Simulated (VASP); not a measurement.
Here is a VASP 6.6.1 calculation.

INCAR

```
SYSTEM = B5As6
  ALGO = Normal
  DIPOL = 0.5 0.5 0.500
  EDIFF = 1E-7
  EDIFFG = -0.02
  ENCUT = 520
  GGA = PS
  IBRION = 2
  IDIPOL = 3
  ISIF = 2
  ISMEAR = 0
  LASPH = .True.
  LCHARG = .False.
  LDIPOL = .True.
  LREAL = .False.
  LWAVE = .False.
  NELM = 100
  NSW = 80
  PREC = Accurate
  SIGMA = 0.05
```

Contents of KPOINTS:

```
k-points
0
Gamma
  8 8 1
  0 0 0
```

POSCAR

```
B5As6
1.0
    3.3713973079      0.0000000000      0.0000000000
    0.0000000000      3.3713973079      0.0000000000
    0.0000000000      0.0000000000     26.9196894925
As B
6 5
Direct
    0.0000000000      0.5000000000      0.2786064825
    0.5000000000      0.0000000000      0.3671638895
    0.0000000000      0.5000000000      0.4557212965
    0.5000000000      0.0000000000      0.5442787035
    0.0000000000      0.5000000000      0.6328361105
    0.5000000000      0.0000000000      0.7213935175
    0.5000000000      0.5000000000      0.3228851860
    0.0000000000      0.0000000000      0.4114425930
    0.5000000000      0.5000000000      0.5000000000
    0.0000000000      0.0000000000      0.5885574070
    0.5000000000      0.5000000000      0.6771148140
```

Potentials or basis: VASP PAW PBE potentials, release 64 (As, B).

Launch:

```console
$ cat potpaw_PBE.64/As/POTCAR potpaw_PBE.64/B/POTCAR > POTCAR
$ mpirun -np 1 vasp_std > vasp.out
```

Q: Estimate the energy gained by relaxing.

A: 0.3 meV/atom.

Q: Predict the band gap on the k mesh.

A: Zero (an odd number of electrons rules out a gap without spin polarisation).

Forces on the atoms (eV/Å):
```
As   0.000  0.000 -0.011
As   0.000  0.000 -0.007
As   0.000  0.000 -0.004
As   0.000  0.000  0.004
As   0.000  0.000  0.007
As   0.000  0.000  0.011
B    0.000  0.000  0.011
B    0.000  0.000  0.014
B    0.000  0.000  0.000
B    0.000  0.000 -0.014
B    0.000  0.000 -0.011
```

Caveat: the PAW data sets were made with another functional, which shifts forces and pressure a little.
